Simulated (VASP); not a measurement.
# CoO (R3m) in VASP: notebook

Runs on CoO. Level: PBE. Tasks: single point.

Program: VASP 6.6.1. These are calculated values, not measurements. Logs are shortened: lines on timing, memory, paths and dates and some standing lists are left out, and cuts for length are marked.

## 1. The cell of the first run

Symmetry: R3m, No. 160, trigonal system. The conventional cell has a = 3.197 Å, b = 3.197 Å, c = 7.626 Å, α = 90.00°, β = 90.00°, γ = 120.00°. Co (site symmetry 3m) has 4 O at 1.89 to 1.96 Å within 2.5 Å. O (site symmetry 3m) has 4 Co at 1.89 to 1.96 Å within 2.5 Å.

## 2. Single point, PBE, collinear spin, antiferromagnetic start

INCAR reads:

```
SYSTEM = CoO
ALGO     = Normal         ! electronic algorithm
EDIFF    = 1E-6           ! SCF threshold, eV
ENCUT    = 600            ! plane-wave cutoff, eV
GGA      = PE             ! functional
GGA_COMPAT= .False.      
ISIF     = 2              ! what is computed and relaxed
ISMEAR   = 0              ! smearing method
ISPIN    = 2              ! spin polarisation
LASPH    = .True.         ! aspherical terms in the spheres
LCHARG   = .True.         ! write CHGCAR
LELF     = .True.         ! ELF
LMAXMIX  = 4              ! l up to which the mixer works
LORBIT   = 11             ! projections on sites
LREAL    = .False.        ! projectors in reciprocal space
LVHAR    = .True.       
LWAVE    = .False.        ! write WAVECAR
MAGMOM   = -2.25 2.25 -0.15 0.15 ! initial moments
NBANDS   = 27             ! bands
NELM     = 200            ! most SCF steps
PREC     = Accurate       ! precision mode
SIGMA    = 0.01           ! smearing width, eV
```

KPOINTS reads:

```
k-points
0
Gamma
  12 12 12
  0 0 0
```

POSCAR reads:

```
CoO
1.0
    1.5986742927      0.9229950333      5.0839246963
   -1.5986742927      0.9229950333      5.0839246963
    0.0000000000     -1.8459900665      5.0839246963
Co O
2 2
Direct
    0.9993374396      0.9993374396      0.9993374396
    0.4993382638      0.4993382638      0.4993382638
    0.3756634924      0.3756634924      0.3756634924
    0.8756601542      0.8756601542      0.8756601542
```

Potentials or basis: VASP PAW PBE potentials, release 64 (Co, O).

Started as:

```
$ cat potpaw_PBE.64/Co/POTCAR potpaw_PBE.64/O/POTCAR > POTCAR
$ mpirun -np 1 vasp_std > vasp.out
```

OUTCAR:

```text
SYSTEM = CoO
   EDIFF = 1E-6
   ENCUT = 600
   GGA = PE
   ISIF = 2
   ISMEAR = 0
   ISPIN = 2
   LASPH = .True.
   LORBIT = 11
   LREAL = .False.
   NELM = 200
   PREC = Accurate

 ion  position               nearest neighbor table
   1  0.999  0.999  0.999-   4 1.89   3 1.96   3 1.96   3 1.96
   2  0.499  0.499  0.499-   3 1.89   4 1.96   4 1.96   4 1.96
   3  0.376  0.376  0.376-   2 1.89   1 1.96   1 1.96   1 1.96
   4  0.876  0.876  0.876-   1 1.89   2 1.96   2 1.96   2 1.96

  LATTYP: Found a trigonal (rhomboedric) cell.
 ALAT       =     5.4086938944
 COS(alpha) =     0.8252709273

  Lattice vectors:

 A1 = (   1.5986742927,   0.9229950333,   5.0839246963)
 A2 = (  -1.5986742927,   0.9229950333,   5.0839246963)
 A3 = (   0.0000000000,  -1.8459900665,   5.0839246963)

Analysis of symmetry for initial positions (statically):
=====================================================================
 Subroutine PRICEL returns following result:

  LATTYP: Found a trigonal (rhomboedric) cell.
 ALAT       =     3.1415467230
 COS(alpha) =     0.4820763481
[... 12 lines left out ...]
 Subroutine GETGRP returns: Found  6 space group operations
 (whereof  6 operations were pure point group operations)
 out of a pool of 12 trial point group operations.

The static configuration has the point symmetry C_3v.

Analysis of symmetry for dynamics (positions and initial velocities):
=====================================================================
 Subroutine PRICEL returns following result:

  LATTYP: Found a trigonal (rhomboedric) cell.
 ALAT       =     3.1415467230
 COS(alpha) =     0.4820763481
[... 12 lines left out ...]
 Subroutine GETGRP returns: Found  6 space group operations
 (whereof  6 operations were pure point group operations)
 out of a pool of 12 trial point group operations.

The dynamic configuration has the point symmetry C_3v.

Analysis of structural, dynamic, and magnetic symmetry:
=====================================================================
 Subroutine PRICEL returns following result:

  LATTYP: Found a trigonal (rhomboedric) cell.
 ALAT       =     3.1415467230
 COS(alpha) =     0.4820763481
[... 12 lines left out ...]
 Subroutine GETGRP returns: Found  6 space group operations
 (whereof  6 operations were pure point group operations)
 out of a pool of 12 trial point group operations.

The overall configuration has the point symmetry C_3v.

 Subroutine INISYM returns: Found  6 space group operations
 (whereof  6 operations are pure point group operations),
 and found     2 'primitive' translations

----------------------------------------------------------------------------------------

                                     Primitive cell

  volume of cell :      22.5051

  direct lattice vectors                    reciprocal lattice vectors
     0.000000000  1.845990067  2.541974919    -0.000001031  0.361142554  0.131132070
    -1.598674293 -0.922995033  2.541949778    -0.312760173 -0.180572170  0.131132070
     1.598674293 -0.922995033  2.541974919     0.312758111 -0.180572170  0.131132070

  length of vectors
     3.141546723  3.141526380  3.141546723     0.384212915  0.384214594  0.384212915

  position of ions in fractional coordinates (direct lattice)
     0.998671585  0.998671585  0.998671585
     0.751317422  0.751317422  0.751317422

  ion indices of the primitive-cell ions
   primitive index   ion index
                 1           1
                 2           4

----------------------------------------------------------------------------------------

 KPOINTS: k-points

Automatic generation of k-mesh.
 Grid dimensions read from file:
 generate k-points for:   12   12   12

 Generating k-lattice:

  Cartesian coordinates                     Fractional coordinates (reciprocal lattice)
     0.026063262  0.015047631  0.005463845     0.083333333  0.000000000  0.000000000
    -0.026063262  0.015047631  0.005463845     0.000000000  0.083333333  0.000000000
     0.000000000 -0.030095262  0.005463845     0.000000000  0.000000000  0.083333333

  Length of vectors
     0.030587227  0.030587227  0.030587227

  Shift w.r.t. Gamma in fractional coordinates (k-lattice)
     0.000000000  0.000000000  0.000000000

 Subroutine IBZKPT returns following result:
 ===========================================

 Found    189 irreducible k-points:

 Following reciprocal coordinates:
            Coordinates               Weight
  0.000000  0.000000  0.000000      1.000000
  0.083333  0.000000  0.000000      6.000000
  0.166667  0.000000  0.000000      6.000000
  0.250000  0.000000  0.000000      6.000000
  0.333333  0.000000  0.000000      6.000000
  0.416667  0.000000  0.000000      6.000000
[... 16 lines left out ...]
  0.500000  0.166667  0.000000     12.000000
 -0.416667  0.166667  0.000000     12.000000
 [... further k-points ...]
   k-points           NKPTS =    189   k-points in BZ     NKDIM =    189   number of bands    NBANDS=     27
   number of dos      NEDOS =    301   number of ions     NIONS =      4
   total plane-waves  NPLWV = 110592
   dimension x,y,z NGX =    48 NGY =   48 NGZ =   48
   dimension x,y,z NGXF=    96 NGYF=   96 NGZF=   96
   ions per type =               2   2
   NGX,Y,Z   is equivalent  to a cutoff of  14.75, 14.75, 14.75 a.u.
   NGXF,Y,Z  is equivalent  to a cutoff of  29.51, 29.51, 29.51 a.u.
 SYSTEM =  CoO
   PREC   = accura    normal or accurate (medium, high low for compatibility)
   ISTART =      0    job   : 0-new  1-cont  2-samecut
   ICHARG =      2    charge: 1-file 2-atom 10-const
   ISPIN  =      2    spin polarized calculation?
   LNONCOLLINEAR =      F non collinear calculations
   LSORBIT =      F    spin-orbit coupling
   LASPH  =      T    aspherical Exc in radial PAW
   ENCUT  =  600.0 eV  44.10 Ry    6.64 a.u.  10.80 10.80 10.80*2*pi/ulx,y,z
   NELM   =    200;   NELMIN=  2; NELMDL= -5     # of ELM steps
   EDIFF  = 0.1E-05   stopping-criterion for ELM
   LREAL  =      F    real-space projection
   EDIFFG = 0.1E-04   stopping-criterion for IOM
   NSW    =      0    number of steps for IOM
   IBRION =     -1    ionic relax: 0-MD 1-quasi-New 2-CG
   NFREE  =      0    steps in history (QN), initial steepest desc. (CG)
   ISIF   =      2    stress and relaxation
   ISYM   =      2    0-nonsym 1-usesym 2-fastsym
   POTIM  = 0.5000    time-step for ionic-motion
   TEBEG  =    0.0;   TEEND  =   0.0 temperature during run
   PSTRESS=    0.0 pullay stress
   NELECT =      30.0000    total number of electrons
   NUPDOWN=      -1.0000    fix difference up-down
   EMIN   =  10.00;   EMAX   =-10.00  energy-range for DOS
   EFERMI =   0.00;   METHOD = LEGACY
   ISMEAR =     0;   SIGMA  =   0.01  broadening in eV -4-tet -1-fermi 0-gaus
   EFERMI_NEDOS =   21; number of points for ismear=-14 and -15
   IALGO  =     38    algorithm
   IMIX   =      4    mixing-type and parameters
     AMIX     =   0.40;   BMIX     =  1.00
     AMIX_MAG =   1.60;   BMIX_MAG =  1.00
  volume/ion in A,a.u.               =      11.25        75.94
  Fermi-wavevector in a.u.,A,eV,Ry     =   1.430031  2.702366 27.823746  2.044988
  Thomas-Fermi vector in A             =   2.549920
   LORBIT       =     11    0 simple, 1 ext, 2 COOP (PROOUT), +10 PAW based schemes
   GGA     = PE    functional components
   LHFCALC =     F    Hartree Fock is set to
   AEXX    =    0.0000 exact exchange contribution
   IVDW    =     0    specifies the selected vdW correction
   LEPSILON=     F    determine dielectric tensor
   LRPA    =     F    only Hartree local field effects (RPA)
 spin polarized calculation
 Gauss-broadening in eV      SIGMA  =   0.01
  energy-cutoff  :      600.00
  volume of cell :       45.01
 maximum number of plane-waves:      1521
 NGX is ok and might be reduce to    48
   NGX = 21   NGY = 21   NGZ = 21

 number of electron      30.0000000 magnetization       0.0000000

 number of electron      29.9999999 magnetization      -0.0000000

 Free energy of the ion-electron system (eV)
  ---------------------------------------------------
  ext. energy  EPLUGINS =         0.00000000
  ---------------------------------------------------
  free energy    TOTEN  =       -26.93384202 eV

  energy without entropy =      -26.93384202  energy(sigma->0) =      -26.93384202

 E-fermi :   6.5503     XC(G=0): -11.2819

 val. band max:        6.5110093096   @ k =   0.5000   0.5000   0.5000
 cond. band min:       6.6343736502   @ k =  -0.2500   0.3333   0.2500
 fundamental gap:      0.1233643407
 Fermi energy:         6.5503100647

 spin component 1

 k-point     1 :       0.0000    0.0000    0.0000
  band No.  band energies     occupation
      1     -13.7075      1.00000
      2     -12.9639      1.00000
      3      -0.6072      1.00000
      4       0.2970      1.00000
      5       0.2970      1.00000
      6       0.3924      1.00000
[... 709 lines left out ...]
     26      20.2150      0.00000
     27      24.2386      0.00000

 [... further k-points ...]

 spin component 2

 k-point     1 :       0.0000    0.0000    0.0000
  band No.  band energies     occupation
      1     -13.7074      1.00000
      2     -12.9640      1.00000
      3      -0.6072      1.00000
      4       0.2980      1.00000
      5       0.2980      1.00000
      6       0.3927      1.00000
[... 709 lines left out ...]
     26      20.2147      0.00000
     27      24.2388      0.00000

 [... further k-points ...]
[... 5 lines left out ...]
  --------------------------------------------------------------------------------------
  -------------------------------------------------------------------------------------
  Total        0.2074601      0.2074601      0.2485405      0.0000000      0.0000000      0.0000000
  in kB        7.3847431      7.3847431      8.8470411      0.0000000      0.0000000      0.0000000
  external PRESSURE =       7.8721758 kB  Pullay stress =       0.0000000 kB

 VOLUME and BASIS-vectors are now :
 -----------------------------------------------------------------------------
  energy-cutoff  :      600.00
  volume of cell :       45.01
      direct lattice vectors                 reciprocal lattice vectors
     1.598674293  0.922995033  5.083924696     0.312759142  0.180571575  0.065566143
    -1.598674293  0.922995033  5.083924696    -0.312759142  0.180571575  0.065566143
     0.000000000 -1.845990066  5.083924696     0.000000000 -0.361143150  0.065566143

 POSITION                                       TOTAL-FORCE (eV/Angst)
 -----------------------------------------------------------------------------------
      0.00000      0.00000     15.24167        -0.000000      0.000000      0.003057
      0.00000      0.00000      7.61579        -0.000000      0.000000      0.003057
      0.00000      0.00000      5.72953         0.000000     -0.000000     -0.003057
      0.00000      0.00000     13.35537         0.000000     -0.000000     -0.003057
 -----------------------------------------------------------------------------------
    total drift:                               -0.000000     -0.000000     -0.000121

  FREE ENERGIE OF THE ION-ELECTRON SYSTEM (eV)
  ---------------------------------------------------
  free  energy   TOTEN  =       -26.9338420164 eV

  energy  without entropy=      -26.9338420164  energy(sigma->0) =      -26.93384202

 total charge

# of ion       s       p       d       tot
------------------------------------------
    1        0.355   0.461   7.229   8.044
    2        0.355   0.461   7.229   8.044
    3        1.549   3.448   0.000   4.997
    4        1.549   3.448   0.000   4.997
--------------------------------------------------
tot          3.807   7.819  14.457  26.083

 magnetization (x)

# of ion       s       p       d       tot
------------------------------------------
    1       -0.009  -0.047  -2.151  -2.207
    2        0.009   0.047   2.151   2.207
    3       -0.011  -0.128   0.000  -0.140
    4        0.011   0.128   0.000   0.140
--------------------------------------------------
tot          0.000   0.000   0.000   0.000
```

It took 10 min on 1 thread of Intel Xeon 6975P-C (Granite Rapids), shared host; peak memory 0.68 GiB.

Results:

```
Free energy                                           : -26.9338 eV
Pressure                                              : 0.8 GPa
Largest force                                         : 0.003 eV/Å
Band gap on the k mesh                                : 0.12 eV
Net moment                                            : 0.00 μB per cell
Site moments                                          : Co -2.21, +2.21; O -0.14, +0.14 μB
Valence electrons inside the program's atomic spheres : Co 8.04; O 5.00
```

Forces on the atoms (eV/Å):
```
Co   0.000  0.000  0.003
Co   0.000  0.000  0.003
O    0.000  0.000 -0.003
O    0.000  0.000 -0.003
```

## 3. Single point, PBE, collinear spin, antiferromagnetic start

This run uses another cell than the first one, of 11.34 Å³/atom.

INCAR reads:

```
PREC = Accurate ; ENCUT = 520
EDIFF = 1E-7 ; ISMEAR = 0
SIGMA = 0.01 ; LREAL = False
LASPH = True ; NELM = 150
ALGO = Normal ; ISIF = 2
LWAVE = False ; LCHARG = True
ISPIN = 2 ; MAGMOM = -2.27 2.27 -0.16 0.16
LORBIT = 11 ; LMAXMIX = 4
GGA = PE ; LELF = True
LVHAR = True ; NBANDS = 27
```

KPOINTS reads:

```
Automatic mesh
0
Gamma
  15 15 15
```

POSCAR reads:

```
CoO
1.0
    1.6023488678      0.9251165501      5.0981384179
   -1.6023488678      0.9251165501      5.0981384179
    0.0000000000     -1.8502331003      5.0981384179
Co O
2 2
Direct
    0.9993075987      0.9993075987      0.9993075987
    0.4993076415      0.4993076415      0.4993076415
    0.3756918774      0.3756918774      0.3756918774
    0.8756922323      0.8756922323      0.8756922323
```

Potentials or basis: VASP PAW PBE potentials, release 64 (Co, O).

Started as:

```
$ cat potpaw_PBE.64/Co/POTCAR potpaw_PBE.64/O/POTCAR > POTCAR
$ mpirun -np 1 vasp_std > vasp.out
```

Run time: 54 min. Hardware: 1 thread of Oxide Virtual Turin-like, shared host; peak memory 0.7 GiB.

It converged, with:

- Free energy: -26.9312 eV
- Pressure: 0.0 GPa
- Band gap on the k mesh: 0.13 eV
- Net moment: 0.00 μB per cell
- Site moments: Co -2.22, +2.22; O -0.14, +0.14 μB
- Valence electrons inside the program's atomic spheres: Co 8.03; O 5.00

Forces in eV/Å, atoms in the order of the input:
```
Co   0.000  0.000  0.002
Co   0.000  0.000  0.002
O    0.000  0.000 -0.002
O    0.000  0.000 -0.002
```

Stress tensor (GPa, compression positive):
```
-0.05  0.00  0.00
 0.00 -0.05  0.00
 0.00  0.00  0.11
```

Levels at points of the mesh, in eV from the valence-band top:
Spin up:
| k point | band 12 | band 13 | band 14 | band 15 | band 16 | band 17 | band 18 | band 19 |
| --- | --- | --- | --- | --- | --- | --- | --- | --- |
| (0.00, 0.00, 0.00) | -1.09 | -1.09 | -0.30 | -0.30 | 0.13 | 1.65 | 1.95 | 1.95 |
Spin down:
| k point | band 13 | band 14 | band 15 | band 16 | band 17 | band 18 |
| --- | --- | --- | --- | --- | --- | --- |
| (0.00, 0.00, 0.00) | -1.09 | -0.30 | -0.30 | 0.13 | 1.65 | 1.95 |

Caveat: an odd mesh through Γ misses points on the zone boundary, where band edges can lie.
